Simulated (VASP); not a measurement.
# NaH (Fm-3m) in VASP: notebook

The runs below take NaH through single point, with PBE-based screened hybrid with 15 % exact exchange, PBE-based screened hybrid with 20 % exact exchange, PBE-based screened hybrid with 25 % exact exchange.

All numbers are computed with VASP 6.6.1; they aren't measurements. Logs are shortened: lines on timing, memory, paths and dates and some standing lists are left out, and cuts for length are marked.

## (1) The cell of the first run

It takes space group Fm-3m (No. 225, cubic). The conventional cell has a = 4.880 Å, b = 4.880 Å, c = 4.880 Å, α = 90.00°, β = 90.00°, γ = 90.00°. Na (site symmetry m-3m) has 6 H at 2.44 Å within 3.2 Å. H (site symmetry m-3m) has 6 Na at 2.44 Å within 3.2 Å.

## (2) Single point, PBE-based screened hybrid with 15 % exact exchange

File POSCAR:

```
NaH
1.0
    0.0000000000      2.4400000000      2.4400000000
    2.4400000000      0.0000000000      2.4400000000
    2.4400000000      2.4400000000      0.0000000000
Na H
1 1
Direct
    0.0000000000      0.0000000000      0.0000000000
    0.5000000000      0.5000000000      0.5000000000
```

File INCAR.step1:

```
PREC = Accurate ; ENCUT = 520
EDIFF = 1E-5 ; ISMEAR = -1
SIGMA = 0.05 ; LREAL = False
LASPH = True ; NELM = 60
ALGO = Normal ; ISIF = 2
LWAVE = True ; GGA = PE
NBANDS = 11
```

File INCAR.step2:

```
PREC = Accurate ; ENCUT = 520
EDIFF = 1E-7 ; ISMEAR = -1
SIGMA = 0.05 ; LREAL = False
LASPH = True ; NELM = 60
ALGO = Normal ; ISIF = 2
LWAVE = False ; LCHARG = True
GGA = PE ; LHFCALC = True
AEXX = 0.15 ; HFSCREEN = 0.2
PRECFOCK = Normal ; LELF = True
LVHAR = True ; ISTART = 1
NBANDS = 11
```

File KPOINTS:

```
Automatic mesh
0
Gamma
  5 5 5
```

Potentials or basis: VASP PAW PBE potentials, release 64 (Na_pv, H).

On the command line:

```console
> cat potpaw_PBE.64/Na_pv/POTCAR potpaw_PBE.64/H/POTCAR > POTCAR
> cp INCAR.step1 INCAR
> mpirun -np 1 vasp_std > vasp.out
> cp INCAR.step2 INCAR
> mpirun -np 1 vasp_std > vasp.out
```

OUTCAR:

```text
PREC = Accurate
   ENCUT = 520
   EDIFF = 1E-7
   ISMEAR = -1
   LREAL = False
   LASPH = True
   NELM = 60
   ISIF = 2
   GGA = PE
   LHFCALC = True
   AEXX = 0.15
   HFSCREEN = 0.2
   PRECFOCK = Normal
   ISTART = 1

 ion  position               nearest neighbor table
   1  0.000  0.000  0.000-
   2  0.500  0.500  0.500-

  LATTYP: Found a face centered cubic cell.
 ALAT       =     4.8800000000

  Lattice vectors:

 A1 = (   0.0000000000,   2.4400000000,   2.4400000000)
 A2 = (   2.4400000000,   0.0000000000,   2.4400000000)
 A3 = (   2.4400000000,   2.4400000000,   0.0000000000)

Analysis of symmetry for initial positions (statically):
=====================================================================
 Subroutine PRICEL returns:
 Original cell was already a primitive cell.

 Routine SETGRP: Setting up the symmetry group for a
 face centered cubic supercell.

 Subroutine GETGRP returns: Found 48 space group operations
 (whereof 48 operations were pure point group operations)
 out of a pool of 48 trial point group operations.

The static configuration has the point symmetry O_h .

Analysis of symmetry for dynamics (positions and initial velocities):
=====================================================================
 Subroutine PRICEL returns:
 Original cell was already a primitive cell.

 Routine SETGRP: Setting up the symmetry group for a
 face centered cubic supercell.

 Subroutine GETGRP returns: Found 48 space group operations
 (whereof 48 operations were pure point group operations)
 out of a pool of 48 trial point group operations.

The dynamic configuration has the point symmetry O_h .

 Subroutine INISYM returns: Found 48 space group operations
 (whereof 48 operations are pure point group operations),
 and found     1 'primitive' translations

----------------------------------------------------------------------------------------

                                     Primitive cell

  volume of cell :      29.0536

  direct lattice vectors                    reciprocal lattice vectors
     0.000000000  2.440000000  2.440000000    -0.204918033  0.204918033  0.204918033
     2.440000000  0.000000000  2.440000000     0.204918033 -0.204918033  0.204918033
     2.440000000  2.440000000  0.000000000     0.204918033  0.204918033 -0.204918033

  length of vectors
     3.450681092  3.450681092  3.450681092     0.354928444  0.354928444  0.354928444

  position of ions in fractional coordinates (direct lattice)
     0.000000000  0.000000000  0.000000000
     0.500000000  0.500000000  0.500000000

  ion indices of the primitive-cell ions
   primitive index   ion index
                 1           1
                 2           2

----------------------------------------------------------------------------------------

 KPOINTS: Automatic mesh

Automatic generation of k-mesh.
 Grid dimensions read from file:
 generate k-points for:    5    5    5

 Generating k-lattice:

  Cartesian coordinates                     Fractional coordinates (reciprocal lattice)
    -0.040983607  0.040983607  0.040983607     0.200000000  0.000000000  0.000000000
     0.040983607 -0.040983607  0.040983607     0.000000000  0.200000000  0.000000000
     0.040983607  0.040983607 -0.040983607     0.000000000  0.000000000  0.200000000

  Length of vectors
     0.070985689  0.070985689  0.070985689

  Shift w.r.t. Gamma in fractional coordinates (k-lattice)
     0.000000000  0.000000000  0.000000000

 Subroutine IBZKPT returns following result:
 ===========================================

 Found     10 irreducible k-points:

 Following reciprocal coordinates:
            Coordinates               Weight
  0.000000  0.000000  0.000000      1.000000
  0.200000  0.000000  0.000000      8.000000
  0.400000  0.000000  0.000000      8.000000
  0.200000  0.200000  0.000000      6.000000
  0.400000  0.200000  0.000000     24.000000
 -0.400000  0.200000  0.000000     24.000000
 -0.200000  0.200000  0.000000     12.000000
  0.400000  0.400000  0.000000      6.000000
 -0.400000  0.400000  0.000000     12.000000
 -0.400000  0.400000  0.200000     24.000000
   k-points           NKPTS =     10   k-points in BZ     NKDIM =    125   number of bands    NBANDS=     11
   number of dos      NEDOS =    301   number of ions     NIONS =      2
   total plane-waves  NPLWV =  21952
   dimension x,y,z NGX =    28 NGY =   28 NGZ =   28
   dimension x,y,z NGXF=    56 NGYF=   56 NGZF=   56
   ions per type =               1   1
   NGX,Y,Z   is equivalent  to a cutoff of  13.49, 13.49, 13.49 a.u.
   NGXF,Y,Z  is equivalent  to a cutoff of  26.98, 26.98, 26.98 a.u.
 SYSTEM =  unknown system
   PREC   = accura    normal or accurate (medium, high low for compatibility)
   ISTART =      1    job   : 0-new  1-cont  2-samecut
   ICHARG =      0    charge: 1-file 2-atom 10-const
   ISPIN  =      1    spin polarized calculation?
   LNONCOLLINEAR =      F non collinear calculations
   LSORBIT =      F    spin-orbit coupling
   LASPH  =      T    aspherical Exc in radial PAW
   ENCUT  =  520.0 eV  38.22 Ry    6.18 a.u.   6.42  6.42  6.42*2*pi/ulx,y,z
   NELM   =     60;   NELMIN=  2; NELMDL=  0     # of ELM steps
   EDIFF  = 0.1E-06   stopping-criterion for ELM
   LREAL  =      F    real-space projection
   EDIFFG = 0.1E-05   stopping-criterion for IOM
   NSW    =      0    number of steps for IOM
   IBRION =     -1    ionic relax: 0-MD 1-quasi-New 2-CG
   NFREE  =      0    steps in history (QN), initial steepest desc. (CG)
   ISIF   =      2    stress and relaxation
   ISYM   =      3    0-nonsym 1-usesym 2-fastsym
   POTIM  = 0.5000    time-step for ionic-motion
   TEBEG  =    0.0;   TEEND  =   0.0 temperature during run
   PSTRESS=    0.0 pullay stress
   NELECT =       8.0000    total number of electrons
   NUPDOWN=      -1.0000    fix difference up-down
   EMIN   =  10.00;   EMAX   =-10.00  energy-range for DOS
   EFERMI =   0.00;   METHOD = LEGACY
   ISMEAR =    -1;   SIGMA  =   0.05  broadening in eV -4-tet -1-fermi 0-gaus
   EFERMI_NEDOS =   21; number of points for ismear=-14 and -15
   IALGO  =     38    algorithm
   IMIX   =      1    mixing-type and parameters
     AMIX     =   0.40;   BMIX     =  1.00
     AMIX_MAG =   1.60;   BMIX_MAG =  1.00
  volume/ion in A,a.u.               =      14.53        98.03
  Fermi-wavevector in a.u.,A,eV,Ry     =   1.065054  2.012660 15.433636  1.134340
  Thomas-Fermi vector in A             =   2.200593
   LORBIT       =      0    0 simple, 1 ext, 2 COOP (PROOUT), +10 PAW based schemes
   GGA     = PE    functional components
   LHFCALC =     T    Hartree Fock is set to
   PRECFOCK=normal    Normal, Fast or Accurate (Low or Medium for compatibility)
   ENCUT4O =  -1.0   cutoff for four orbital integrals eV
   NKREDX  =     1    reduce k-point grid by
   NKREDY  =     1    reduce k-point grid by
   NKREDZ  =     1    reduce k-point grid by
   AEXX    =    0.1500 exact exchange contribution
   HFSCREEN=    0.2000 screening length (either q_TF or 0.3 A-1)
   HFSCREENC=   0.2000 screening length for correlation (either q_TF or 0.3 A-1)
   ENCUTFOCK=  -1.0 apply spherical cutoff to Coloumb kernel
   IVDW    =     0    specifies the selected vdW correction
   LEPSILON=     F    determine dielectric tensor
   LRPA    =     F    only Hartree local field effects (RPA)
 non-spin polarized calculation
  energy-cutoff  :      520.00
  volume of cell :       29.05
 maximum number of plane-waves:       797
 NGX is ok and might be reduce to    28
  NGX = 20; NGY = 20; NGZ = 20

 number of electron       8.0000008 magnetization

 Free energy of the ion-electron system (eV)
  ---------------------------------------------------
  ext. energy  EPLUGINS =         0.00000000
  ---------------------------------------------------
  free energy    TOTEN  =        -5.49255830 eV

  energy without entropy =       -5.49255830  energy(sigma->0) =       -5.49255830

 E-fermi :  -0.5425     XC(G=0):  -6.9246

 val. band max:       -1.7489858267   @ k =  -0.4000   0.4000   0.0000
 cond. band min:       3.4350297635   @ k =   0.4000   0.0000   0.0000
 fundamental gap:      5.1840155902
 Fermi energy:        -0.5424796159

 k-point     1 :       0.0000    0.0000    0.0000
  band No.  band energies     occupation
      1     -25.1858      2.00000
      2     -25.1858      2.00000
      3     -25.1858      2.00000
      4      -5.3859      2.00000
      5       9.4484      0.00000
      6      14.5696      0.00000
      7      14.5696      0.00000
      8      14.5696      0.00000
      9      15.4466      0.00000
     10      15.4466      0.00000
     11      15.4466      0.00000

 k-point     2 :       0.2000    0.0000    0.0000
  band No.  band energies     occupation
      1     -25.2144      2.00000
      2     -25.1892      2.00000
      3     -25.1892      2.00000
      4      -4.6830      2.00000
      5       7.2147      0.00000
      6      10.9324      0.00000
      7      13.2670      0.00000
      8      13.2670      0.00000
      9      16.6599      0.00000
     10      16.6599      0.00000
     11      17.2482      0.00000

 k-point     3 :       0.4000    0.0000    0.0000
  band No.  band energies     occupation
      1     -25.2598      2.00000
      2     -25.1946      2.00000
      3     -25.1946      2.00000
      4      -3.0014      2.00000
      5       3.4350      0.00000
      6       9.8652      0.00000
      7      12.4899      0.00000
      8      12.4899      0.00000
      9      15.4827      0.00000
     10      15.4827      0.00000
     11      17.8745      0.00000

 k-point     4 :       0.2000    0.2000    0.0000
  band No.  band energies     occupation
      1     -25.2130      2.00000
      2     -25.1952      2.00000
      3     -25.1952      2.00000
      4      -4.4621      2.00000
      5       7.2812      0.00000
      6      11.2662      0.00000
      7      11.5095      0.00000
      8      11.5095      0.00000
      9      14.7893      0.00000
     10      17.8586      0.00000
     11      20.3921      0.00000

 k-point     5 :       0.4000    0.2000    0.0000
  band No.  band energies     occupation
      1     -25.2449      2.00000
      2     -25.2046      2.00000
      3     -25.2015      2.00000
      4      -3.1003      2.00000
      5       4.7698      0.00000
      6       8.0303      0.00000
      7      10.8235      0.00000
      8      12.2248      0.00000
      9      15.1187      0.00000
     10      17.9963      0.00000
     11      18.9569      0.00000

 k-point     6 :      -0.4000    0.2000    0.0000
  band No.  band energies     occupation
      1     -25.2555      2.00000
      2     -25.2146      2.00000
      3     -25.1993      2.00000
      4      -2.2521      2.00000
      5       3.4503      0.00000
      6       6.8473      0.00000
      7      11.3386      0.00000
      8      12.1195      0.00000
      9      16.4629      0.00000
     10      17.5516      0.00000
     11      20.5431      0.00000

 k-point     7 :      -0.2000    0.2000    0.0000
  band No.  band energies     occupation
      1     -25.2355      2.00000
      2     -25.2066      2.00000
      3     -25.1917      2.00000
      4      -3.6347      2.00000
      5       5.6556      0.00000
      6       7.6669      0.00000
      7      12.9300      0.00000
      8      13.0318      0.00000
      9      16.5788      0.00000
     10      17.2658      0.00000
     11      17.6279      0.00000

 k-point     8 :       0.4000    0.4000    0.0000
  band No.  band energies     occupation
      1     -25.2515      2.00000
      2     -25.2106      2.00000
      3     -25.2106      2.00000
      4      -2.3624      2.00000
      5       4.1973      0.00000
      6       9.2599      0.00000
      7       9.8358      0.00000
      8       9.8358      0.00000
      9      11.2231      0.00000
     10      21.5784      0.00000
     11      23.4575      0.00000

 k-point     9 :      -0.4000    0.4000    0.0000
  band No.  band energies     occupation
      1     -25.2491      2.00000
      2     -25.2257      2.00000
      3     -25.2092      2.00000
      4      -1.7490      2.00000
      5       4.0023      0.00000
      6       5.9217      0.00000
      7      10.0145      0.00000
      8      10.4730      0.00000
      9      14.5326      0.00000
     10      21.3350      0.00000
     11      22.3494      0.00000

 k-point    10 :      -0.4000    0.4000    0.2000
  band No.  band energies     occupation
      1     -25.2445      2.00000
      2     -25.2252      2.00000
      3     -25.2088      2.00000
      4      -1.9940      2.00000
      5       4.4220      0.00000
      6       5.8262      0.00000
      7       8.3840      0.00000
      8      14.7564      0.00000
      9      15.2185      0.00000
     10      16.9425      0.00000
     11      20.7834      0.00000

------------------------ aborting loop because EDIFF is reached ----------------------------------------

  FORCE on cell =-STRESS in cart. coord.  units (eV):
  Direction    XX          YY          ZZ          XY          YZ          ZX
  --------------------------------------------------------------------------------------
  -------------------------------------------------------------------------------------
  Total       -0.1609584     -0.1609584     -0.1609584      0.0000000      0.0000000     -0.0000000
  in kB       -8.8761530     -8.8761530     -8.8761530      0.0000000      0.0000000     -0.0000000
  external PRESSURE =      -8.8761530 kB  Pullay stress =       0.0000000 kB

 VOLUME and BASIS-vectors are now :
 -----------------------------------------------------------------------------
  energy-cutoff  :      520.00
  volume of cell :       29.05
      direct lattice vectors                 reciprocal lattice vectors
     0.000000000  2.440000000  2.440000000    -0.204918033  0.204918033  0.204918033
     2.440000000  0.000000000  2.440000000     0.204918033 -0.204918033  0.204918033
     2.440000000  2.440000000  0.000000000     0.204918033  0.204918033 -0.204918033

 POSITION                                       TOTAL-FORCE (eV/Angst)
 -----------------------------------------------------------------------------------
      0.00000      0.00000      0.00000         0.000000      0.000000     -0.000000
      2.44000      2.44000      2.44000        -0.000000      0.000000      0.000000
 -----------------------------------------------------------------------------------
    total drift:                               -0.000003      0.000001      0.000000

  FREE ENERGIE OF THE ION-ELECTRON SYSTEM (eV)
  ---------------------------------------------------
  free  energy   TOTEN  =        -5.4925583014 eV

  energy  without entropy=       -5.4925583014  energy(sigma->0) =       -5.49255830
```

Wall time 4.3 min (1 thread of Intel Xeon 8259CL, shared host); peak memory 0.25 GiB.

Results:

- Free energy: -5.4926 eV
- Pressure: -0.9 GPa
- Band gap on the k mesh: 5.18 eV (least direct gap 5.70 eV)

Levels at points of the mesh, in eV from the valence-band top:
```csv
k point,band 1,band 2,band 3,band 4,band 5,band 6,band 7,band 8
"(0.00, 0.00, 0.00)",-23.44,-23.44,-23.44,-3.64,11.20,16.32,16.32,16.32
```

Caveat: the k points lie up to 0.45 Å⁻¹ apart; the PAW data sets were made with another functional, which shifts forces and pressure a little; an odd mesh through Γ misses points on the zone boundary, where band edges can lie.

## (3) Single point, PBE-based screened hybrid with 20 % exact exchange

POSCAR is that of step 2.

File INCAR.step1:

```
SYSTEM = NaH
PREC = Accurate ; ENCUT = 520
EDIFF = 1E-5 ; ISMEAR = -1
SIGMA = 0.05 ; LREAL = .FALSE.
LASPH = .TRUE. ; NELM = 80
ALGO = Normal ; ISIF = 2
LWAVE = .TRUE. ; LCHARG = .FALSE.
GGA = PE ; NBANDS = 11
```

File INCAR.step2:

```
SYSTEM = NaH
PREC = Accurate ; ENCUT = 520
EDIFF = 1E-6 ; ISMEAR = -1
SIGMA = 0.05 ; LREAL = .FALSE.
LASPH = .TRUE. ; NELM = 80
ALGO = Normal ; ISIF = 2
LWAVE = .FALSE. ; LCHARG = .FALSE.
GGA = PE ; LHFCALC = .TRUE.
AEXX = 0.2 ; HFSCREEN = 0.2
PRECFOCK = Normal ; ISTART = 1
NBANDS = 11
```

File KPOINTS:

```
regular mesh
0
G
  5 5 5
  0 0 0
```

Potentials or basis: VASP PAW PBE potentials, release 64 (Na_pv, H).

On the command line:

```console
> cat potpaw_PBE.64/Na_pv/POTCAR potpaw_PBE.64/H/POTCAR > POTCAR
> cp INCAR.step1 INCAR
> mpirun -np 1 vasp_std > vasp.out
> cp INCAR.step2 INCAR
> mpirun -np 1 vasp_std > vasp.out
```

It took 3.7 min on 1 thread of Intel Xeon 8259CL, shared host; peak memory 0.25 GiB.

Results (log left out):

```yaml
Free_energy: -5.6308 eV
Pressure: -1.0 GPa
Band_gap_on_the_k_mesh: 5.40 eV (least direct gap 5.93 eV)
```

Levels at points of the mesh, in eV from the valence-band top:
```csv
k point,band 2,band 3,band 4,band 5,band 6,band 7
"(0.00, 0.00, 0.00)",-23.90,-23.90,-3.70,11.51,16.60,16.60
```

Caveat: the k points lie up to 0.45 Å⁻¹ apart; the PAW data sets were made with another functional, which shifts forces and pressure a little; an odd mesh through Γ misses points on the zone boundary, where band edges can lie.

## (4) Single point, PBE-based screened hybrid with 25 % exact exchange

POSCAR is that of step 3.

File INCAR.step1:

```
ALGO = Normal ; EDIFF = 1E-5
ENCUT = 520 ; GGA = PE
ISIF = 2 ; ISMEAR = -1
LASPH = T ; LREAL = F
LWAVE = T ; NBANDS = 11
NELM = 60 ; PREC = Accurate
SIGMA = 0.05
```

File INCAR.step2:

```
AEXX = 0.25 ; ALGO = Normal
EDIFF = 1E-7 ; ENCUT = 520
GGA = PE ; HFSCREEN = 0.2
ISIF = 2 ; ISMEAR = -1
ISTART = 1 ; LASPH = T
LCHARG = T ; LELF = T
LHFCALC = T ; LREAL = F
LVHAR = T ; LWAVE = F
NBANDS = 11 ; NELM = 60
PREC = Accurate ; PRECFOCK = Normal
SIGMA = 0.05
```

File KPOINTS:

```
k-points
0
Gamma
  5 5 5
```

On the command line:

```console
> cat potpaw_PBE.64/Na_pv/POTCAR potpaw_PBE.64/H/POTCAR > POTCAR
> cp INCAR.step1 INCAR
> mpirun -np 1 vasp_std > vasp.out
> cp INCAR.step2 INCAR
> mpirun -np 1 vasp_std > vasp.out
```

Run time: 4.3 min. Hardware: 1 thread of Intel Xeon 8259CL, shared host; peak memory 0.25 GiB.

Results (log left out):

| Quantity | Value |
| --- | --- |
| Free energy | -5.7703 eV |
| Pressure | -1.0 GPa |
| Band gap on the k mesh | 5.62 eV (least direct gap 6.16 eV) |

Levels at points of the mesh, in eV from the valence-band top:
```tsv
k point	band 1	band 2	band 3	band 4	band 5	band 6	band 7	band 8	band 9
(0.00, 0.00, 0.00)	-24.36	-24.36	-24.36	-3.76	11.82	16.88	16.88	16.88	17.82
```

Caveat: the k points lie up to 0.45 Å⁻¹ apart; the PAW data sets were made with another functional, which shifts forces and pressure a little; an odd mesh through Γ misses points on the zone boundary, where band edges can lie.

## (5) Overview

| level | share of exact exchange | gap on the mesh (eV) | pressure (GPa) |
| --- | --- | --- | --- |
| PBE-based screened hybrid with 15 % exact exchange | 0.15 | 5.18 | -0.9 |
| PBE-based screened hybrid with 20 % exact exchange | 0.2 | 5.40 | -1.0 |
| PBE-based screened hybrid with 25 % exact exchange | 0.25 | 5.62 | -1.0 |

Alike in all rows: task single point; potentials or basis VASP PAW PBE potentials, release 64 (Na_pv, H); no spin polarisation; cell as given; k mesh 5 × 5 × 5; cutoff (eV) 520; smearing fermi-dirac 0.05 eV.

Caveats: all runs use coarse meshes; the PAW data sets were made with another functional, which shifts forces and pressure a little; an odd mesh through Γ misses points on the zone boundary, where band edges can lie.

Absolute energies hang on the potentials; compare differences alone.
